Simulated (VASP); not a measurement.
Here is a VASP 6.6.1 calculation.

File INCAR:

```
  PREC = Accurate
  ENCUT = 520
  EDIFF = 1E-6
  ISMEAR = 0
  SIGMA = 0.1
  LREAL = Auto
  LASPH = T
  NELM = 80
  ALGO = Normal
  ISIF = 2
  LWAVE = F
  LCHARG = F
  GGA = PE
  NBANDS = 92
```

File KPOINTS:

```
regular mesh
0
Gamma
  4 4 4
```

Contents of POSCAR:

```
LiTi8B16
1.0
    6.0637821705     -0.0000000001      0.0000000000
   -3.0318910853     -5.2513894026      0.0000000000
    0.0000000000      0.0000000000     -6.4488370057
Ti B Li
8 16 1
Direct
    0.0003093589      0.5006073247      0.5000013176
    0.0003224833      0.5006444578     -0.0000012405
    0.4992475553      0.4985160687      0.4999940295
    0.4807687418      0.4615007218      0.0000031013
    0.0025230662      1.0017699311      0.4999962004
    0.0400819039      1.0204040472      0.0000125604
    0.4992366754      1.0017924013      0.4999948048
    0.4802599037      1.0205443910      0.0000091489
    0.8319887023      0.1640013592      0.2487029830
    0.8319868882      0.1640013592      0.7512839905
    0.3336974772      0.1674370214      0.2608309062
    0.3336926232      0.1674322608      0.7391701784
    0.8320606004      0.6690033305      0.2487349267
    0.8320527051      0.6690073294      0.7512608856
    0.3369598998      0.6690235156      0.2487260879
    0.3369625895      0.6690242773      0.7512629015
    0.1663578653      0.3346518160      0.2523848872
    0.1663574129      0.3346462936      0.7476247261
    0.6682686657      0.3346487692      0.2524027198
    0.6682641993      0.3346461032      0.7476023965
    0.1663666357      0.8327512330      0.2524706391
    0.1663652349      0.8327537085      0.7475333918
    0.6669767973      0.8339217804      0.2829124071
    0.6669666966      0.8339137825      0.7170409170
    0.6672826507      0.8350077787     -0.0000406275
```

Potentials or basis: VASP PAW PBE potentials, release 64 (Ti_sv, B, Li_sv).

Command:

```bash
$ cat potpaw_PBE.64/Ti_sv/POTCAR potpaw_PBE.64/B/POTCAR potpaw_PBE.64/Li_sv/POTCAR > POTCAR
$ mpirun -np 1 vasp_std > vasp.out
```

Task: What does it give for the band gap on the k mesh?

Result: Zero (an odd number of electrons rules out a gap without spin polarisation).

Task: Predict the largest force.

Result: 0.029 eV/Å.

Forces in eV/Å, atoms in the order of the input:
```
Ti   0.000 -0.029  0.000
Ti   0.000 -0.027  0.000
Ti   0.000  0.023  0.000
Ti  -0.001  0.018  0.000
Ti   0.004 -0.007  0.000
Ti  -0.013 -0.005  0.001
Ti  -0.005 -0.004  0.001
Ti   0.018  0.001  0.001
B    0.000  0.001 -0.002
B    0.000  0.001  0.001
B   -0.001  0.003 -0.005
B    0.000  0.003  0.004
B    0.000  0.002 -0.001
B    0.001  0.003  0.001
B   -0.002  0.002 -0.001
B   -0.002  0.003  0.001
B   -0.002 -0.001 -0.001
B   -0.002 -0.001  0.002
B    0.002 -0.001 -0.001
B    0.002 -0.001  0.002
B    0.000  0.002 -0.001
B    0.000  0.002  0.001
B   -0.001 -0.001 -0.027
B    0.000 -0.002  0.027
Li   0.001  0.015  0.000
```

Caveat: an odd number of electrons without spin polarisation forces a metal; a magnetic or distorted state may lie lower.
